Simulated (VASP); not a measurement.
# BeCd2S2 (I4/mmm) in VASP: relaxation of cell and atoms with PBE

Aim: the relaxation of cell and atoms of BeCd2S2 with PBE.

All numbers are computed with VASP 6.6.1; they aren't measurements. Logs are shortened: lines on timing, memory, paths and dates and some standing lists are left out, and cuts for length are marked.

## 1. The cell of the first run

It takes space group I4/mmm (No. 139, tetragonal). The conventional cell has a = 4.273 Å, b = 4.273 Å, c = 12.109 Å, α = 90.00°, β = 90.00°, γ = 90.00°. Within 4.4 Å of Be (site symmetry 4/mmm) lie 8 Cd at 3.31 Å and 8 S at 3.71 Å and 4 Be at 4.27 Å. Cd (site symmetry 4mm) has 4 S at 2.71 Å and 1 Cd at 2.72 Å and 4 Be at 3.31 Å within 3.6 Å. Within 3.8 Å of S (site symmetry -4m2) lie 4 Cd at 2.71 Å and 4 S at 3.02 Å and 4 Be at 3.71 Å.

The cell was built from a structure type or drawn by symmetry, and may not be a known phase.

## 2. Relaxation of cell and atoms, PBE

Contents of INCAR:

```
SYSTEM = BeCd2S2
PREC = Accurate
ENCUT = 600
EDIFF = 1E-7
ISMEAR = 0
SIGMA = 0.1
LREAL = .FALSE.
LASPH = .TRUE.
NELM = 120
ALGO = Normal
ISIF = 3
LWAVE = .FALSE.
LCHARG = .FALSE.
GGA = PE
IBRION = 2
NSW = 100
EDIFFG = -0.01
GGA_COMPAT = .FALSE.
NELMIN = 4
```

Contents of KPOINTS:

```
Automatic mesh
0
G
  12 12 12
  0 0 0
```

Contents of POSCAR:

```
BeCd2S2
1.0
   -2.1365615272      2.1365615272      6.0543601292
    2.1365615272     -2.1365615272      6.0543601292
    2.1365615272      2.1365615272     -6.0543601292
Be Cd S
1 2 2
Direct
    0.0000000000      0.0000000000      0.0000000000
    0.3875526294      0.3875526294      0.0000000000
    0.6124473706      0.6124473706      0.0000000000
    0.7500000000      0.2500000000      0.5000000000
    0.2500000000      0.7500000000      0.5000000000
```

Potentials or basis: VASP PAW PBE potentials, release 64 (Be, Cd, S).

On the command line:

```
$ cat potpaw_PBE.64/Be/POTCAR potpaw_PBE.64/Cd/POTCAR potpaw_PBE.64/S/POTCAR > POTCAR
$ mpirun -np 1 vasp_std > vasp.out
```

OUTCAR:

```text
SYSTEM = BeCd2S2
   PREC = Accurate
   ENCUT = 600
   EDIFF = 1E-7
   ISMEAR = 0
   LREAL = .FALSE.
   LASPH = .TRUE.
   NELM = 120
   ISIF = 3
   GGA = PE
   IBRION = 2
   NSW = 100
   EDIFFG = -0.01
   NELMIN = 4

 ion  position               nearest neighbor table
   1  0.000  0.000  0.000-
   2  0.388  0.388  0.000-   5 2.71   4 2.71   4 2.71   5 2.71   3 2.72
   3  0.612  0.612  0.000-   5 2.71   4 2.71   4 2.71   5 2.71   2 2.72
   4  0.750  0.250  0.500-   2 2.71   3 2.71   2 2.71   3 2.71
   5  0.250  0.750  0.500-   2 2.71   3 2.71   2 2.71   3 2.71

  LATTYP: Found a body centered tetragonal cell.
 ALAT       =     4.2731230544
 C/A-ratio  =     2.8336933208

  Lattice vectors:

 A1 = (  -2.1365615272,   2.1365615272,   6.0543601292)
 A2 = (   2.1365615272,  -2.1365615272,   6.0543601292)
 A3 = (   2.1365615272,   2.1365615272,  -6.0543601292)

Analysis of symmetry for initial positions (statically):
=====================================================================
 Subroutine PRICEL returns:
 Original cell was already a primitive cell.

 Routine SETGRP: Setting up the symmetry group for a
 body centered tetragonal supercell.

 Subroutine GETGRP returns: Found 16 space group operations
 (whereof 16 operations were pure point group operations)
 out of a pool of 16 trial point group operations.

The static configuration has the point symmetry D_4h.

Analysis of symmetry for dynamics (positions and initial velocities):
=====================================================================
 Subroutine PRICEL returns:
 Original cell was already a primitive cell.

 Routine SETGRP: Setting up the symmetry group for a
 body centered tetragonal supercell.

 Subroutine GETGRP returns: Found 16 space group operations
 (whereof 16 operations were pure point group operations)
 out of a pool of 16 trial point group operations.

The dynamic configuration has the point symmetry D_4h.

 Subroutine INISYM returns: Found 16 space group operations
 (whereof 16 operations are pure point group operations),
 and found     1 'primitive' translations

----------------------------------------------------------------------------------------

                                     Primitive cell

  volume of cell :     110.5501

  direct lattice vectors                    reciprocal lattice vectors
    -2.136561527  2.136561527  6.054360129     0.000000000  0.234020876  0.082585110
     2.136561527 -2.136561527  6.054360129     0.234020876  0.000000000  0.082585110
     2.136561527  2.136561527 -6.054360129     0.234020876  0.234020876  0.000000000

  length of vectors
     6.766466352  6.766466352  6.766466352     0.248165410  0.248165410  0.330955497

  position of ions in fractional coordinates (direct lattice)
     0.000000000  0.000000000  0.000000000
     0.387552629  0.387552629  0.000000000
     0.612447371  0.612447371  0.000000000
     0.750000000  0.250000000  0.500000000
     0.250000000  0.750000000  0.500000000

  ion indices of the primitive-cell ions
   primitive index   ion index
                 1           1
                 2           2
                 3           3
                 4           4
                 5           5

----------------------------------------------------------------------------------------

 KPOINTS: Automatic mesh

Automatic generation of k-mesh.
 Grid dimensions read from file:
 generate k-points for:   12   12   12

 Generating k-lattice:

  Cartesian coordinates                     Fractional coordinates (reciprocal lattice)
     0.000000000  0.019501740  0.006882093     0.083333333  0.000000000  0.000000000
     0.019501740  0.000000000  0.006882093     0.000000000  0.083333333  0.000000000
     0.019501740  0.019501740  0.000000000     0.000000000  0.000000000  0.083333333

  Length of vectors
     0.020680451  0.020680451  0.027579625

  Shift w.r.t. Gamma in fractional coordinates (k-lattice)
     0.000000000  0.000000000  0.000000000

 Subroutine IBZKPT returns following result:
 ===========================================

 Found    163 irreducible k-points:

 Following reciprocal coordinates:
            Coordinates               Weight
  0.000000  0.000000  0.000000      1.000000
  0.083333  0.000000 -0.000000      8.000000
  0.166667  0.000000 -0.000000      8.000000
  0.250000  0.000000 -0.000000      8.000000
  0.333333  0.000000 -0.000000      8.000000
  0.416667  0.000000 -0.000000      8.000000
[... 16 lines left out ...]
  0.500000  0.166667 -0.000000     16.000000
 -0.416667  0.166667  0.000000     16.000000
 [... further k-points ...]
   k-points           NKPTS =    163   k-points in BZ     NKDIM =    163   number of bands    NBANDS=     23
   number of dos      NEDOS =    301   number of ions     NIONS =      5
   total plane-waves  NPLWV = 157464
   dimension x,y,z NGX =    54 NGY =   54 NGZ =   54
   dimension x,y,z NGXF=   108 NGYF=  108 NGZF=  108
   ions per type =               1   2   2
   NGX,Y,Z   is equivalent  to a cutoff of  13.27, 13.27, 13.27 a.u.
   NGXF,Y,Z  is equivalent  to a cutoff of  26.53, 26.53, 26.53 a.u.
 SYSTEM =  BeCd2S2
   PREC   = accura    normal or accurate (medium, high low for compatibility)
   ISTART =      0    job   : 0-new  1-cont  2-samecut
   ICHARG =      2    charge: 1-file 2-atom 10-const
   ISPIN  =      1    spin polarized calculation?
   LNONCOLLINEAR =      F non collinear calculations
   LSORBIT =      F    spin-orbit coupling
   LASPH  =      T    aspherical Exc in radial PAW
   ENCUT  =  600.0 eV  44.10 Ry    6.64 a.u.  13.51 13.51 13.51*2*pi/ulx,y,z
   NELM   =    120;   NELMIN=  4; NELMDL= -5     # of ELM steps
   EDIFF  = 0.1E-06   stopping-criterion for ELM
   LREAL  =      F    real-space projection
   EDIFFG = -.1E-01   stopping-criterion for IOM
   NSW    =    100    number of steps for IOM
   IBRION =      2    ionic relax: 0-MD 1-quasi-New 2-CG
   NFREE  =      1    steps in history (QN), initial steepest desc. (CG)
   ISIF   =      3    stress and relaxation
   ISYM   =      2    0-nonsym 1-usesym 2-fastsym
   POTIM  = 0.5000    time-step for ionic-motion
   TEBEG  =    0.0;   TEEND  =   0.0 temperature during run
   PSTRESS=    0.0 pullay stress
   NELECT =      38.0000    total number of electrons
   NUPDOWN=      -1.0000    fix difference up-down
   EMIN   =  10.00;   EMAX   =-10.00  energy-range for DOS
   EFERMI =   0.00;   METHOD = LEGACY
   ISMEAR =     0;   SIGMA  =   0.10  broadening in eV -4-tet -1-fermi 0-gaus
   EFERMI_NEDOS =   21; number of points for ismear=-14 and -15
   IALGO  =     38    algorithm
   IMIX   =      4    mixing-type and parameters
     AMIX     =   0.40;   BMIX     =  1.00
     AMIX_MAG =   1.60;   BMIX_MAG =  1.00
  volume/ion in A,a.u.               =      22.11       149.21
  Fermi-wavevector in a.u.,A,eV,Ry     =   1.146788  2.167114 17.893320  1.315122
  Thomas-Fermi vector in A             =   2.283470
   LORBIT       =      0    0 simple, 1 ext, 2 COOP (PROOUT), +10 PAW based schemes
   GGA     = PE    functional components
   LHFCALC =     F    Hartree Fock is set to
   AEXX    =    0.0000 exact exchange contribution
   IVDW    =     0    specifies the selected vdW correction
   LEPSILON=     F    determine dielectric tensor
   LRPA    =     F    only Hartree local field effects (RPA)
 conjugate gradient relaxation of ions
 non-spin polarized calculation
 Gauss-broadening in eV      SIGMA  =   0.10
  energy-cutoff  :      600.00
  volume of cell :      110.55
 maximum number of plane-waves:      3727
   NGX = 27   NGY = 27   NGZ = 27

--------------------------------------- Ionic step        1  -------------------------------------------

 number of electron      37.9999999 magnetization

 Free energy of the ion-electron system (eV)
  ---------------------------------------------------
  ext. energy  EPLUGINS =         0.00000000
  ---------------------------------------------------
  free energy    TOTEN  =       -10.54284901 eV

  energy without entropy =      -10.53141336  energy(sigma->0) =      -10.53713119

------------------------ aborting loop because EDIFF is reached ----------------------------------------

  FORCE on cell =-STRESS in cart. coord.  units (eV):
  Direction    XX          YY          ZZ          XY          YZ          ZX
  --------------------------------------------------------------------------------------
  -------------------------------------------------------------------------------------
  Total        0.2182571      0.2182571      0.0513322      0.0000000     -0.0000000      0.0000000
  in kB        3.1631507      3.1631507      0.7439465      0.0000000     -0.0000000      0.0000000
  external PRESSURE =       2.3567493 kB  Pullay stress =       0.0000000 kB
[... 219 lines left out ...]
  energy  without entropy=      -10.5343612902  energy(sigma->0) =      -10.54044443

--------------------------------------- Ionic step        7  -------------------------------------------

 number of electron      38.0000001 magnetization

 Free energy of the ion-electron system (eV)
  ---------------------------------------------------
  ext. energy  EPLUGINS =         0.00000000
  ---------------------------------------------------
  free energy    TOTEN  =       -10.54680910 eV

  energy without entropy =      -10.53441479  energy(sigma->0) =      -10.54061195

 E-fermi :   2.4514     XC(G=0):  -9.4962

 val. band max:        2.4465891826   @ k =  -0.3333   0.0833   0.0000
 cond. band min:       2.4630499619   @ k =  -0.0833  -0.1667   0.0833
 fundamental gap:      0.0164607794
 Fermi energy:         2.4513639421

 k-point     1 :       0.0000    0.0000    0.0000
  band No.  band energies     occupation
      1     -11.2558      2.00000
      2      -8.9115      2.00000
      3      -6.2423      2.00000
      4      -6.0099      2.00000
      5      -6.0099      2.00000
      6      -5.9913      2.00000
[... 613 lines left out ...]
     22       5.1073      0.00000
     23       5.9589      0.00000

 [... further k-points ...]

------------------------ aborting loop because EDIFF is reached ----------------------------------------

  FORCE on cell =-STRESS in cart. coord.  units (eV):
  Direction    XX          YY          ZZ          XY          YZ          ZX
  --------------------------------------------------------------------------------------
  -------------------------------------------------------------------------------------
  Total       -0.0097887     -0.0097887     -0.0075925      0.0000000     -0.0000000      0.0000000
  in kB       -0.1401944     -0.1401944     -0.1087396      0.0000000     -0.0000000      0.0000000
  external PRESSURE =      -0.1297095 kB  Pullay stress =       0.0000000 kB
[... 20 lines left out ...]
  FREE ENERGIE OF THE ION-ELECTRON SYSTEM (eV)
  ---------------------------------------------------
  free  energy   TOTEN  =       -10.5468090964 eV

  energy  without entropy=      -10.5344147949  energy(sigma->0) =      -10.54061195

 reached required accuracy - stopping structural energy minimisation
```

Run time: 2 h. Hardware: 1 thread of Intel Xeon 8259CL, shared host; peak memory 0.8 GiB.

Results:

| Quantity | Value |
| --- | --- |
| Free energy | -10.5468 eV |
| Relaxed volume | 22.37 Å³/atom |
| Relaxed cell | a = 6.719 Å, b = 6.719 Å, c = 6.719 Å, α = 142.46°, β = 142.46°, γ = 54.13° |
| Space group after relaxing (to 0.1 Å) | I4/mmm (No. 139) |
| Energy gained by relaxing | 0.8 meV/atom |
| Ionic steps | 7 |
| Pressure after relaxing | 0.0 GPa |
| Band gap on the k mesh | zero (bands 19 and 20 overlap by 1.48 eV) |

Step by step:
| step | energy change (eV) | largest force (eV/Å) | pressure (GPa) | volume (Å³) |
| --- | --- | --- | --- | --- |
| 1 | 0.0000 | 0.0627 | 0.24 | 110.55 |
| 2 | -0.0010 | 0.0568 | 0.03 | 111.07 |
| 3 | -0.0013 | 0.0514 | -0.17 | 111.58 |
| 4 | -0.0022 | 0.0331 | -0.13 | 111.61 |
| 5 | -0.0036 | 0.0220 | -0.01 | 111.68 |
| 6 | -0.0037 | 0.0439 | 0.04 | 111.71 |
| 7 | -0.0040 | 0.0003 | -0.01 | 111.87 |

Final structure:
```cif
data_structure
_symmetry_space_group_name_H-M 'P 1'
_symmetry_Int_Tables_number 1
_cell_length_a 6.7194
_cell_length_b 6.7194
_cell_length_c 6.7194
_cell_angle_alpha 142.462
_cell_angle_beta 142.462
_cell_angle_gamma 54.133
_cell_volume 111.87
loop_
_atom_site_label
_atom_site_type_symbol
_atom_site_fract_x
_atom_site_fract_y
_atom_site_fract_z
_atom_site_occupancy
Be1 Be 0.00000 0.00000 0.00000 1
Cd1 Cd 0.38537 0.38537 0.00000 1
Cd2 Cd 0.61463 0.61463 0.00000 1
S1 S 0.75000 0.25000 0.50000 1
S2 S 0.25000 0.75000 0.50000 1
```
